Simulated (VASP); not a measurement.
# MgH (P6_3/mmc) in VASP: a series of runs, part 2 of 2

VASP 6.6.1. The steps go on from the part before.

### Step 4. Relaxation of cell and atoms, PBE

This run uses another cell than the first one, of 12.83 Å³/atom, 1.012 times its volume.

File INCAR:

```
PREC = Accurate
ENCUT = 600
EDIFF = 1E-6
ISMEAR = 0
SIGMA = 0.1
LREAL = F
LASPH = T
NELM = 100
ALGO = Normal
ISIF = 3
LWAVE = F
LCHARG = F
GGA = PE
IBRION = 2
NSW = 90
EDIFFG = -0.025
```

File KPOINTS:

```
regular mesh
0
Gamma
  12 12 8
```

File POSCAR:

```
MgH
1.0
    3.3888826480      0.0000000000      0.0000000000
   -1.6944413240      2.9348584636      0.0000000000
    0.0000000000      0.0000000000      5.1589827706
Mg H
2 2
Direct
    0.3333333333      0.6666666667      0.2500000000
    0.6666666667      0.3333333333      0.7500000000
    0.3333333333      0.6666666667      0.7500000000
    0.6666666667      0.3333333333      0.2500000000
```

Potentials or basis: VASP PAW PBE potentials, release 64 (Mg, H).

The run is started by

```sh
cat potpaw_PBE.64/Mg/POTCAR potpaw_PBE.64/H/POTCAR > POTCAR
mpirun -np 1 vasp_std > vasp.out
```

OUTCAR:

```text
PREC = Accurate
   ENCUT = 600
   EDIFF = 1E-6
   ISMEAR = 0
   LREAL = F
   LASPH = T
   NELM = 100
   ISIF = 3
   GGA = PE
   IBRION = 2
   NSW = 90
   EDIFFG = -0.025

 ion  position               nearest neighbor table
   1  0.333  0.667  0.250-   4 1.96   4 1.96   4 1.96   2 3.24   2 3.24   2 3.24   2 3.24   2 3.24
                             2 3.24
   2  0.667  0.333  0.750-   3 1.96   3 1.96   3 1.96   1 3.24   1 3.24   1 3.24   1 3.24   1 3.24
                             1 3.24
   3  0.333  0.667  0.750-   2 1.96   2 1.96   2 1.96
   4  0.667  0.333  0.250-   1 1.96   1 1.96   1 1.96

  LATTYP: Found a hexagonal cell.
 ALAT       =     3.3888826480
 C/A-ratio  =     1.5223255882

  Lattice vectors:

 A1 = (   3.3888826480,   0.0000000000,   0.0000000000)
 A2 = (  -1.6944413240,   2.9348584636,   0.0000000000)
 A3 = (   0.0000000000,   0.0000000000,   5.1589827706)

Analysis of symmetry for initial positions (statically):
=====================================================================
 Subroutine PRICEL returns:
 Original cell was already a primitive cell.

 Routine SETGRP: Setting up the symmetry group for a
 hexagonal supercell.

 Subroutine GETGRP returns: Found 24 space group operations
 (whereof 12 operations were pure point group operations)
 out of a pool of 24 trial point group operations.

The static configuration has the point symmetry D_3d.
 The point group associated with its full space group is D_6h.

Analysis of symmetry for dynamics (positions and initial velocities):
=====================================================================
 Subroutine PRICEL returns:
 Original cell was already a primitive cell.

 Routine SETGRP: Setting up the symmetry group for a
 hexagonal supercell.

 Subroutine GETGRP returns: Found 24 space group operations
 (whereof 12 operations were pure point group operations)
 out of a pool of 24 trial point group operations.

The dynamic configuration has the point symmetry D_3d.
 The point group associated with its full space group is D_6h.

 Subroutine INISYM returns: Found 24 space group operations
 (whereof 12 operations are pure point group operations),
 and found     1 'primitive' translations

----------------------------------------------------------------------------------------

                                     Primitive cell

  volume of cell :      51.3107

  direct lattice vectors                    reciprocal lattice vectors
     3.388882648  0.000000000  0.000000000     0.295082511  0.170365967  0.000000000
    -1.694441324  2.934858464  0.000000000     0.000000000  0.340731934  0.000000000
     0.000000000  0.000000000  5.158982771     0.000000000  0.000000000  0.193836662

  length of vectors
     3.388882648  3.388882648  5.158982771     0.340731934  0.340731934  0.193836662

  position of ions in fractional coordinates (direct lattice)
     0.333333333  0.666666667  0.250000000
     0.666666667  0.333333333  0.750000000
     0.333333333  0.666666667  0.750000000
     0.666666667  0.333333333  0.250000000

  ion indices of the primitive-cell ions
   primitive index   ion index
                 1           1
                 2           2
                 3           3
                 4           4

[... 51 lines left out ...]
  0.333333  0.000000  0.125000     12.000000
 [... further k-points ...]
   k-points           NKPTS =     95   k-points in BZ     NKDIM =     95   number of bands    NBANDS=      7
   number of dos      NEDOS =    301   number of ions     NIONS =      4
   total plane-waves  NPLWV =  32928
   dimension x,y,z NGX =    28 NGY =   28 NGZ =   42
   dimension x,y,z NGXF=    56 NGYF=   56 NGZF=   84
   ions per type =               2   2
   NGX,Y,Z   is equivalent  to a cutoff of  13.74, 13.74, 13.53 a.u.
   NGXF,Y,Z  is equivalent  to a cutoff of  27.47, 27.47, 27.07 a.u.
 SYSTEM =  unknown system
   PREC   = accura    normal or accurate (medium, high low for compatibility)
   ISTART =      0    job   : 0-new  1-cont  2-samecut
   ICHARG =      2    charge: 1-file 2-atom 10-const
   ISPIN  =      1    spin polarized calculation?
   LNONCOLLINEAR =      F non collinear calculations
   LSORBIT =      F    spin-orbit coupling
   LASPH  =      T    aspherical Exc in radial PAW
   ENCUT  =  600.0 eV  44.10 Ry    6.64 a.u.   6.77  6.77 10.30*2*pi/ulx,y,z
   NELM   =    100;   NELMIN=  2; NELMDL= -5     # of ELM steps
   EDIFF  = 0.1E-05   stopping-criterion for ELM
   LREAL  =      F    real-space projection
   EDIFFG = -.3E-01   stopping-criterion for IOM
   NSW    =     90    number of steps for IOM
   IBRION =      2    ionic relax: 0-MD 1-quasi-New 2-CG
   NFREE  =      1    steps in history (QN), initial steepest desc. (CG)
   ISIF   =      3    stress and relaxation
   ISYM   =      2    0-nonsym 1-usesym 2-fastsym
   POTIM  = 0.5000    time-step for ionic-motion
   TEBEG  =    0.0;   TEEND  =   0.0 temperature during run
   PSTRESS=    0.0 pullay stress
   NELECT =       6.0000    total number of electrons
   NUPDOWN=      -1.0000    fix difference up-down
   EMIN   =  10.00;   EMAX   =-10.00  energy-range for DOS
   EFERMI =   0.00;   METHOD = LEGACY
   ISMEAR =     0;   SIGMA  =   0.10  broadening in eV -4-tet -1-fermi 0-gaus
   EFERMI_NEDOS =   21; number of points for ismear=-14 and -15
   IALGO  =     38    algorithm
   IMIX   =      4    mixing-type and parameters
     AMIX     =   0.40;   BMIX     =  1.00
     AMIX_MAG =   1.60;   BMIX_MAG =  1.00
  volume/ion in A,a.u.               =      12.83        86.57
  Fermi-wavevector in a.u.,A,eV,Ry     =   0.800552  1.512823  8.719741  0.640883
  Thomas-Fermi vector in A             =   1.907869
   LORBIT       =      0    0 simple, 1 ext, 2 COOP (PROOUT), +10 PAW based schemes
   GGA     = PE    functional components
   LHFCALC =     F    Hartree Fock is set to
   AEXX    =    0.0000 exact exchange contribution
   IVDW    =     0    specifies the selected vdW correction
   LEPSILON=     F    determine dielectric tensor
   LRPA    =     F    only Hartree local field effects (RPA)
 conjugate gradient relaxation of ions
 non-spin polarized calculation
 Gauss-broadening in eV      SIGMA  =   0.10
  energy-cutoff  :      600.00
  volume of cell :       51.31
 maximum number of plane-waves:      1744
 NGX is ok and might be reduce to    28
   NGX = 13   NGY = 13   NGZ = 21

--------------------------------------- Ionic step        1  -------------------------------------------

 number of electron       6.0000000 magnetization

 Free energy of the ion-electron system (eV)
  ---------------------------------------------------
  ext. energy  EPLUGINS =         0.00000000
  ---------------------------------------------------
  free energy    TOTEN  =        -8.88626968 eV

  energy without entropy =       -8.88076789  energy(sigma->0) =       -8.88351878

------------------------ aborting loop because EDIFF is reached ----------------------------------------

  FORCE on cell =-STRESS in cart. coord.  units (eV):
  Direction    XX          YY          ZZ          XY          YZ          ZX
  --------------------------------------------------------------------------------------
  -------------------------------------------------------------------------------------
  Total        0.3594925      0.3594925     -0.5864404      0.0000000     -0.0000000      0.0000000
  in kB       11.2251635     11.2251635    -18.3116179      0.0000000     -0.0000000      0.0000000
  external PRESSURE =       1.3795697 kB  Pullay stress =       0.0000000 kB
[... 139 lines left out ...]
--------------------------------------- Ionic step        5  -------------------------------------------

 number of electron       6.0000000 magnetization

 Free energy of the ion-electron system (eV)
  ---------------------------------------------------
  ext. energy  EPLUGINS =         0.00000000
  ---------------------------------------------------
  free energy    TOTEN  =        -8.93644664 eV

  energy without entropy =       -8.93134614  energy(sigma->0) =       -8.93389639

 E-fermi :   3.0010     XC(G=0):  -8.7777

 val. band max:        2.9929367525   @ k =   0.3333   0.0000   0.0000
 cond. band min:       3.0069783751   @ k =   0.1667   0.1667   0.0000
 fundamental gap:      0.0140416226
 Fermi energy:         3.0009929648

 k-point     1 :       0.0000    0.0000    0.0000
  band No.  band energies     occupation
      1      -6.3104      2.00000
      2      -1.8416      2.00000
      3       1.8031      2.00000
      4       8.2193      0.00000
      5       9.5308      0.00000
      6       9.5596      0.00000
      7       9.5596      0.00000
[... 221 lines left out ...]
 k-point    24 :       0.3333    0.0000    0.1250
  band No.  band energies     occupation
      1      -4.7474      2.00000
      2      -1.9273      2.00000
      3       2.5315      2.00000
      4       3.9355      0.00000
      5       5.8847      0.00000
      6       7.0454      0.00000
      7       8.3629      0.00000

 [... further k-points ...]
[... 5 lines left out ...]
  --------------------------------------------------------------------------------------
  -------------------------------------------------------------------------------------
  Total       -0.0255908     -0.0255908     -0.0666338      0.0000000     -0.0000000      0.0000000
  in kB       -0.8112816     -0.8112816     -2.1124332      0.0000000     -0.0000000      0.0000000
  external PRESSURE =      -1.2449988 kB  Pullay stress =       0.0000000 kB
[... 19 lines left out ...]
  FREE ENERGIE OF THE ION-ELECTRON SYSTEM (eV)
  ---------------------------------------------------
  free  energy   TOTEN  =        -8.9364466420 eV

  energy  without entropy=       -8.9313461383  energy(sigma->0) =       -8.93389639

 reached required accuracy - stopping structural energy minimisation
```

OSZICAR:

```text
N       E                     dE             d eps       ncg     rms          rms(c)
DAV:   1     0.207245943270E+01    0.20725E+01   -0.23055E+03  1330   0.709E+02
DAV:   2    -0.912780899818E+01   -0.11200E+02   -0.10873E+02  1645   0.650E+01
DAV:   3    -0.953491295147E+01   -0.40710E+00   -0.39695E+00  1960   0.154E+01
[... 33 lines left out ...]
DAV:   2    -0.893644222432E+01   -0.18659E-04   -0.13279E-03  1519   0.290E-01    0.105E-01
DAV:   3    -0.893645512593E+01   -0.12902E-04   -0.49378E-04  1519   0.123E-01    0.166E-02
DAV:   4    -0.893644865818E+01    0.64678E-05   -0.21828E-05  1505   0.385E-02    0.101E-02
DAV:   5    -0.893644660495E+01    0.20532E-05   -0.99787E-06  1470   0.176E-02    0.812E-04
DAV:   6    -0.893644664199E+01   -0.37034E-07   -0.23479E-07   714   0.449E-03
   5 F= -.89364466E+01 E0= -.89338964E+01  d E =-.753796E-02
```

CONTCAR:

```text
MgH
   1.00000000000000
     3.5286092514572265    0.0000000000000000    0.0000000000000000
    -1.7643046257286132    3.0558652517769724    0.0000000000000000
     0.0000000000000000   -0.0000000000000000    4.6868847609367252
  Mg              H
     2     2
Direct
     0.3333333332999970    0.6666666667000030    0.2500000000000000
     0.6666666667000030    0.3333333332999970    0.7500000000000000
     0.3333333332999970    0.6666666667000030    0.7500000000000000
     0.6666666667000030    0.3333333332999970    0.2500000000000000

  0.00000000E+00  0.00000000E+00  0.00000000E+00
  0.00000000E+00  0.00000000E+00  0.00000000E+00
  0.00000000E+00  0.00000000E+00  0.00000000E+00
  0.00000000E+00  0.00000000E+00  0.00000000E+00
```

It took 50 s on 1 thread of Intel Xeon 6975P-C (Granite Rapids), shared host; peak memory 0.21 GiB.

Results:

```
Free energy                            : -8.9364 eV
Relaxed volume                         : 12.63 Å³/atom
Relaxed cell                           : a = 3.529 Å, b = 3.529 Å, c = 4.687 Å, α = 90.00°, β = 90.00°, γ = 120.00°
Space group after relaxing (to 0.05 Å) : P6_3/mmc (No. 194)
Energy gained by relaxing              : 12.5 meV/atom
Ionic steps                            : 5
Pressure after relaxing                : -0.1 GPa
Band gap on the k mesh                 : zero (band 3 reaches 6.01 eV, above the bottom of band 4 at 1.55 eV)
```

Step by step:
| step | energy change (eV) | largest force (eV/Å) | pressure (GPa) | volume (Å³) |
| --- | --- | --- | --- | --- |
| 1 | 0.0000 | 0.0000 | 0.14 | 51.31 |
| 2 | -0.0066 | 0.0000 | -0.06 | 51.39 |
| 3 | -0.0210 | 0.0000 | -0.55 | 51.60 |
| 4 | -0.0426 | 0.0000 | -1.17 | 51.91 |
| 5 | -0.0502 | 0.0000 | -0.12 | 50.54 |

Final structure:
```
CELL_PARAMETERS angstrom
3.52861 0.00000 0.00000
-1.76430 3.05587 0.00000
0.00000 0.00000 4.68688
ATOMIC_POSITIONS crystal
Mg 0.33333 0.66667 0.25000
Mg 0.66667 0.33333 0.75000
H 0.33333 0.66667 0.75000
H 0.66667 0.33333 0.25000
```

### Step 5. Summary

| task | cell | cutoff (eV) | gap on the mesh (eV) | pressure (GPa) | relaxed volume (Å³/atom) |
| --- | --- | --- | --- | --- | --- |
| single point | a = 3.537, b = 3.537, c = 4.680 Å, angles 90.0, 90.0, 120.0°, 4 atoms | 520 | none | -0.3 | - |
| relaxation of cell and atoms | relaxed from a = 3.190, b = 3.190, c = 5.229 Å, angles 90.0, 90.0, 120.0°, 4 atoms | 600 | none | 0.1 | 11.38 |
| relaxation of cell and atoms | relaxed from a = 3.389, b = 3.389, c = 5.159 Å, angles 90.0, 90.0, 120.0°, 4 atoms | 600 | none | -0.1 | 12.63 |

Alike in all rows: level PBE; potentials or basis VASP PAW PBE potentials, release 64 (Mg, H); no spin polarisation; k mesh 12 × 12 × 8; smearing gaussian 0.1 eV.

Absolute energies hang on the potentials; compare differences alone.
